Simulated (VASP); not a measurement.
# PtSe2 in VASP: further runs

PtSe2 is run at these levels: PBE+D3(BJ); tasks: single point.

All numbers are computed with VASP 6.6.1; they aren't measurements. Logs are shortened: lines on timing, memory, paths and dates and some standing lists are left out, and cuts for length are marked.

### Step 1. The cell of the first run

The cell holds a slab with vacuum, 3 atoms: a = 3.559 Å, b = 3.559 Å, c = 31.122 Å, α = 90.00°, β = 90.00°, γ = 120.00°.

### Step 2. Single point, PBE+D3(BJ) (biaxial strain -0.040, then relaxed in part)

INCAR reads:

```
PREC = Accurate
ENCUT = 520
EDIFF = 1E-6
ISMEAR = 0
SIGMA = 0.02
LREAL = F
LASPH = T
NELM = 60
ALGO = Normal
ISIF = 2
LWAVE = F
LCHARG = F
LDIPOL = T
IDIPOL = 3
DIPOL = 0.5 0.5 0.500
GGA = PE
IVDW = 12
NBANDS = 18
```

KPOINTS reads:

```
Automatic mesh
0
Gamma
  12 12 1
```

POSCAR reads:

```
PtSe2
1.0
    3.5585914897      0.0000000000      0.0000000000
   -1.7792957448      3.0818306318      0.0000000000
    0.0000000000      0.0000000000     31.1216233429
Se Pt
2 1
Direct
    0.6666666667      0.3333333333      0.4546290827
    0.3333333333      0.6666666667      0.5453709173
    0.0000000000      0.0000000000      0.5000000000
```

Potentials or basis: VASP PAW PBE potentials, release 64 (Se, Pt).

Started as:

```console
$ cat potpaw_PBE.64/Se/POTCAR potpaw_PBE.64/Pt/POTCAR > POTCAR
$ mpirun -np 1 vasp_std > vasp.out
```

OUTCAR:

```text
PREC = Accurate
   ENCUT = 520
   EDIFF = 1E-6
   ISMEAR = 0
   LREAL = F
   LASPH = T
   NELM = 60
   ISIF = 2
   GGA = PE
   IVDW = 12
 IVDW          = 12

 ion  position               nearest neighbor table
   1  0.667  0.333  0.455-   3 2.49   3 2.49   3 2.49
   2  0.333  0.667  0.545-   3 2.49   3 2.49   3 2.49
   3  0.000  0.000  0.500-   1 2.49   2 2.49   2 2.49   1 2.49   1 2.49   2 2.49

  LATTYP: Found a hexagonal cell.
 ALAT       =     3.5585914897
 C/A-ratio  =     8.7454891726

  Lattice vectors:

 A1 = (   3.5585914897,   0.0000000000,   0.0000000000)
 A2 = (  -1.7792957448,   3.0818306318,   0.0000000000)
 A3 = (   0.0000000000,   0.0000000000,  31.1216233429)

Analysis of symmetry for initial positions (statically):
=====================================================================
 Subroutine PRICEL returns:
 Original cell was already a primitive cell.

 Routine SETGRP: Setting up the symmetry group for a
 hexagonal supercell.

 Subroutine GETGRP returns: Found 12 space group operations
 (whereof 12 operations were pure point group operations)
 out of a pool of 24 trial point group operations.

The static configuration has the point symmetry D_3d.

Analysis of symmetry for dynamics (positions and initial velocities):
=====================================================================
 Subroutine PRICEL returns:
 Original cell was already a primitive cell.

 Routine SETGRP: Setting up the symmetry group for a
 hexagonal supercell.

 Subroutine GETGRP returns: Found 12 space group operations
 (whereof 12 operations were pure point group operations)
 out of a pool of 24 trial point group operations.

The dynamic configuration has the point symmetry D_3d.

 Subroutine INISYM returns: Found 12 space group operations
 (whereof 12 operations are pure point group operations),
 and found     1 'primitive' translations

----------------------------------------------------------------------------------------

                                     Primitive cell

  volume of cell :     341.3101

  direct lattice vectors                    reciprocal lattice vectors
     3.558591490  0.000000000  0.000000000     0.281010058  0.162241232  0.000000000
    -1.779295745  3.081830632  0.000000000     0.000000000  0.324482465  0.000000000
     0.000000000  0.000000000 31.121623343     0.000000000  0.000000000  0.032132000

  length of vectors
     3.558591490  3.558591490 31.121623343     0.324482465  0.324482465  0.032132000

  position of ions in fractional coordinates (direct lattice)
     0.666666667  0.333333333  0.454629083
     0.333333333  0.666666667  0.545370917
     0.000000000  0.000000000  0.500000000

  ion indices of the primitive-cell ions
   primitive index   ion index
                 1           1
                 2           2
                 3           3

----------------------------------------------------------------------------------------

 KPOINTS: Automatic mesh

Automatic generation of k-mesh.
 Grid dimensions read from file:
 generate k-points for:   12   12    1

 Generating k-lattice:

  Cartesian coordinates                     Fractional coordinates (reciprocal lattice)
     0.023417505  0.013520103  0.000000000     0.083333333  0.000000000  0.000000000
     0.000000000  0.027040205  0.000000000     0.000000000  0.083333333  0.000000000
     0.000000000  0.000000000  0.032132000     0.000000000  0.000000000  1.000000000

  Length of vectors
     0.027040205  0.027040205  0.032132000

  Shift w.r.t. Gamma in fractional coordinates (k-lattice)
     0.000000000  0.000000000  0.000000000

 Subroutine IBZKPT returns following result:
 ===========================================

 Found     19 irreducible k-points:

 Following reciprocal coordinates:
            Coordinates               Weight
  0.000000  0.000000  0.000000      1.000000
  0.083333  0.000000  0.000000      6.000000
  0.166667  0.000000  0.000000      6.000000
  0.250000  0.000000  0.000000      6.000000
  0.333333  0.000000  0.000000      6.000000
  0.416667  0.000000  0.000000      6.000000
[... 11 lines left out ...]
  0.333333  0.250000  0.000000     12.000000
  0.333333  0.333333  0.000000      2.000000
   k-points           NKPTS =     19   k-points in BZ     NKDIM =     19   number of bands    NBANDS=     18
   number of dos      NEDOS =    301   number of ions     NIONS =      3
   total plane-waves  NPLWV = 188160
   dimension x,y,z NGX =    28 NGY =   28 NGZ =  240
   dimension x,y,z NGXF=    56 NGYF=   56 NGZF=  480
   ions per type =               2   1
   NGX,Y,Z   is equivalent  to a cutoff of  13.08, 13.08, 12.82 a.u.
   NGXF,Y,Z  is equivalent  to a cutoff of  26.16, 26.16, 25.64 a.u.
 SYSTEM =  unknown system
   PREC   = accura    normal or accurate (medium, high low for compatibility)
   ISTART =      0    job   : 0-new  1-cont  2-samecut
   ICHARG =      2    charge: 1-file 2-atom 10-const
   ISPIN  =      1    spin polarized calculation?
   LNONCOLLINEAR =      F non collinear calculations
   LSORBIT =      F    spin-orbit coupling
   LASPH  =      T    aspherical Exc in radial PAW
   ENCUT  =  520.0 eV  38.22 Ry    6.18 a.u.   6.62  6.62 57.87*2*pi/ulx,y,z
   NELM   =     60;   NELMIN=  2; NELMDL= -5     # of ELM steps
   EDIFF  = 0.1E-05   stopping-criterion for ELM
   LREAL  =      F    real-space projection
   EDIFFG = 0.1E-04   stopping-criterion for IOM
   NSW    =      0    number of steps for IOM
   IBRION =     -1    ionic relax: 0-MD 1-quasi-New 2-CG
   NFREE  =      0    steps in history (QN), initial steepest desc. (CG)
   ISIF   =      2    stress and relaxation
   ISYM   =      2    0-nonsym 1-usesym 2-fastsym
   POTIM  = 0.5000    time-step for ionic-motion
   TEBEG  =    0.0;   TEEND  =   0.0 temperature during run
   PSTRESS=    0.0 pullay stress
   NELECT =      22.0000    total number of electrons
   NUPDOWN=      -1.0000    fix difference up-down
   EMIN   =  10.00;   EMAX   =-10.00  energy-range for DOS
   EFERMI =   0.00;   METHOD = LEGACY
   ISMEAR =     0;   SIGMA  =   0.02  broadening in eV -4-tet -1-fermi 0-gaus
   EFERMI_NEDOS =   21; number of points for ismear=-14 and -15
   IALGO  =     38    algorithm
   IMIX   =      4    mixing-type and parameters
     AMIX     =   0.40;   BMIX     =  1.00
     AMIX_MAG =   1.60;   BMIX_MAG =  1.00
  volume/ion in A,a.u.               =     113.77       767.76
  Fermi-wavevector in a.u.,A,eV,Ry     =   0.656396  1.240409  5.862150  0.430856
  Thomas-Fermi vector in A             =   1.727575
   LORBIT       =      0    0 simple, 1 ext, 2 COOP (PROOUT), +10 PAW based schemes
   GGA     = PE    functional components
   LHFCALC =     F    Hartree Fock is set to
   AEXX    =    0.0000 exact exchange contribution
   IVDW    =    12    specifies the selected vdW correction
   LEPSILON=     F    determine dielectric tensor
   LRPA    =     F    only Hartree local field effects (RPA)
 non-spin polarized calculation
 Gauss-broadening in eV      SIGMA  =   0.02
  energy-cutoff  :      520.00
  volume of cell :      341.31
 maximum number of plane-waves:      9295
 NGX is ok and might be reduce to    28
   NGX = 13   NGY = 13   NGZ =115

 dipolmoment           0.000000      0.000000      0.000000 electrons x Angstroem

 number of electron      21.9999997 magnetization

 dipolmoment           0.000000      0.000000     -0.000000 electrons x Angstroem

 Free energy of the ion-electron system (eV)
  ---------------------------------------------------
  ext. energy  EPLUGINS =         0.00000000
  ---------------------------------------------------
  free energy    TOTEN  =       -14.11078378 eV

  energy without entropy =      -14.11078378  energy(sigma->0) =      -14.11078378

 E-fermi :  -3.1705     XC(G=0):  -2.3149

 val. band max:       -3.2933860842   @ k =   0.0833   0.0000   0.0000
 cond. band min:      -2.2797510606   @ k =   0.2500   0.2500   0.0000
 fundamental gap:      1.0136350236
 Fermi energy:        -3.1705117267

 k-point     1 :       0.0000    0.0000    0.0000
  band No.  band energies     occupation
      1     -17.8657      2.00000
      2     -16.2415      2.00000
      3      -9.2028      2.00000
      4      -8.6232      2.00000
      5      -8.6232      2.00000
      6      -6.5795      2.00000
[... 10 lines left out ...]
     17       2.2064      0.00000
     18       2.3988      0.00000

 k-point     2 :       0.0833    0.0000    0.0000
  band No.  band energies     occupation
      1     -17.7807      2.00000
      2     -16.2303      2.00000
      3      -9.1113      2.00000
      4      -8.6766      2.00000
      5      -8.5801      2.00000
      6      -6.6918      2.00000
[... 10 lines left out ...]
     17       2.3855      0.00000
     18       2.5959      0.00000

 k-point     3 :       0.1667    0.0000    0.0000
  band No.  band energies     occupation
      1     -17.5360      2.00000
      2     -16.2000      2.00000
      3      -8.8887      2.00000
      4      -8.7390      2.00000
      5      -8.4747      2.00000
      6      -7.1136      2.00000
[... 10 lines left out ...]
     17       2.7147      0.00000
     18       2.9962      0.00000

 k-point     4 :       0.2500    0.0000    0.0000
  band No.  band energies     occupation
      1     -17.1670      2.00000
      2     -16.1581      2.00000
      3      -8.9016      2.00000
      4      -8.4306      2.00000
      5      -8.3762      2.00000
      6      -7.8302      2.00000
[... 270 lines left out ...]
      4      -8.6634      2.00000
      5      -8.0773      2.00000
      6      -7.6081      2.00000
[... 10 lines left out ...]
     17       4.9443      0.00000
     18       4.9852      0.00000

 k-point    18 :       0.3333    0.2500    0.0000
  band No.  band energies     occupation
      1     -16.0930      2.00000
      2     -16.0170      2.00000
      3      -9.3546      2.00000
      4      -8.7220      2.00000
      5      -8.2692      2.00000
      6      -7.4214      2.00000
[... 10 lines left out ...]
     17       5.2934      0.00000
     18       5.8191      0.00000

 k-point    19 :       0.3333    0.3333    0.0000
  band No.  band energies     occupation
      1     -16.0153      2.00000
      2     -16.0153      2.00000
      3      -9.0377      2.00000
      4      -8.7538      2.00000
      5      -8.7538      2.00000
      6      -7.2540      2.00000
[... 10 lines left out ...]
     17       5.2851      0.00000
     18       6.0629      0.00000

------------------------ aborting loop because EDIFF is reached ----------------------------------------

 vacuum level on the upper side and lower side of the slab       (xc-potential included)        -0.007        -0.007

 Edisp (eV)   -0.95941

 E8    (eV) :    -0.4400

  FORCE on cell =-STRESS in cart. coord.  units (eV):
  Direction    XX          YY          ZZ          XY          YZ          ZX
  --------------------------------------------------------------------------------------
  -------------------------------------------------------------------------------------
  Total       2.74721     2.74721    -0.00931     0.00000     0.00000    -0.00000
  in kB      12.89595    12.89595    -0.04372     0.00000     0.00000    -0.00000
  external pressure =        8.58 kB  Pullay stress =        0.00 kB

 VOLUME and BASIS-vectors are now :
 -----------------------------------------------------------------------------
  energy-cutoff  :      520.00
  volume of cell :      341.31
      direct lattice vectors                 reciprocal lattice vectors
     3.558591490  0.000000000  0.000000000     0.281010058  0.162241232  0.000000000
    -1.779295745  3.081830632  0.000000000     0.000000000  0.324482465  0.000000000
     0.000000000  0.000000000 31.121623343     0.000000000  0.000000000  0.032132000

 POSITION                                       TOTAL-FORCE (eV/Angst)
 -----------------------------------------------------------------------------------
      1.77930      1.02728     14.14880        -0.000000      0.000000     -0.001274
     -0.00000      2.05455     16.97283         0.000000     -0.000000      0.001274
      0.00000      0.00000     15.56081        -0.000000      0.000000      0.000000
 -----------------------------------------------------------------------------------
    total drift:                               -0.000000      0.000000     -0.000000

  FREE ENERGIE OF THE ION-ELECTRON SYSTEM (eV)
  ---------------------------------------------------
  free  energy   TOTEN  =       -15.0701932827 eV

  energy  without entropy=      -15.0701932827  energy(sigma->0) =      -15.07019328

 vacuum level on the upper side and lower side of the slab         1.962         1.962
```

Wall time 2 min (1 thread of Intel Xeon 6975P-C (Granite Rapids), shared host); peak memory 0.52 GiB.

Results:

```
Free energy                : -15.0702 eV
Band gap on the k mesh     : 1.01 eV, indirect (least direct gap 1.44 eV)
Dispersion energy per atom : -0.320 eV
```

Caveat: the cell differs from its parent crystal (biaxial strain -0.040, then relaxed in part); spin-orbit coupling is left out, which moves the levels of the heavy elements.

### Step 3. Single point, PBE+D3(BJ) (biaxial strain -0.020, then relaxed in part)

INCAR reads:

```
  PREC = Accurate
  ENCUT = 520
  EDIFF = 1E-7
  ISMEAR = 0
  SIGMA = 0.02
  LREAL = False
  LASPH = True
  NELM = 60
  ALGO = Normal
  ISIF = 2
  LWAVE = False
  LCHARG = False
  LDIPOL = True
  IDIPOL = 3
  DIPOL = 0.5 0.5 0.500
  GGA = PE
  IVDW = 12
  NBANDS = 18
```

KPOINTS reads:

```
regular mesh
0
Gamma
  12 12 1
```

POSCAR reads:

```
PtSe2
1.0
    3.6327288124      0.0000000000      0.0000000000
   -1.8163644062      3.1460354366      0.0000000000
    0.0000000000      0.0000000000     31.1216233429
Se Pt
2 1
Direct
    0.6666666667      0.3333333333      0.4560921143
    0.3333333333      0.6666666667      0.5439078857
    0.0000000000      0.0000000000      0.5000000000
```

Potentials or basis: VASP PAW PBE potentials, release 64 (Se, Pt).

Started as:

```console
$ cat potpaw_PBE.64/Se/POTCAR potpaw_PBE.64/Pt/POTCAR > POTCAR
$ mpirun -np 1 vasp_std > vasp.out
```

It took 2.1 min on 1 thread of Intel Xeon 6975P-C (Granite Rapids), shared host; peak memory 0.53 GiB.

The run converged. Its results:

| Quantity | Value |
| --- | --- |
| Free energy | -15.1558 eV |
| Largest force | 0.009 eV/Å |
| Band gap on the k mesh | 1.27 eV, indirect (least direct gap 1.58 eV) |
| Dispersion energy per atom | -0.309 eV |

Forces on the atoms (eV/Å):
```
Se   0.000  0.000 -0.009
Se   0.000  0.000  0.009
Pt   0.000  0.000  0.000
```

Levels at points of the mesh, in eV from the valence-band top:
| k point | band 7 | band 8 | band 9 | band 10 | band 11 | band 12 | band 13 | band 14 | band 15 | band 16 |
| --- | --- | --- | --- | --- | --- | --- | --- | --- | --- | --- |
| (0.00, 0.00, 0.00) | -3.08 | -1.59 | -0.98 | -0.01 | -0.01 | 2.90 | 2.90 | 4.40 | 5.05 | 5.50 |
| (0.50, 0.00, 0.00) | -2.58 | -2.41 | -2.03 | -1.79 | -1.76 | 2.37 | 2.59 | 4.50 | 5.97 | 7.36 |

Caveat: the cell differs from its parent crystal (biaxial strain -0.020, then relaxed in part); spin-orbit coupling is left out, which moves the levels of the heavy elements.

(Part 1 of 2 ends here.)
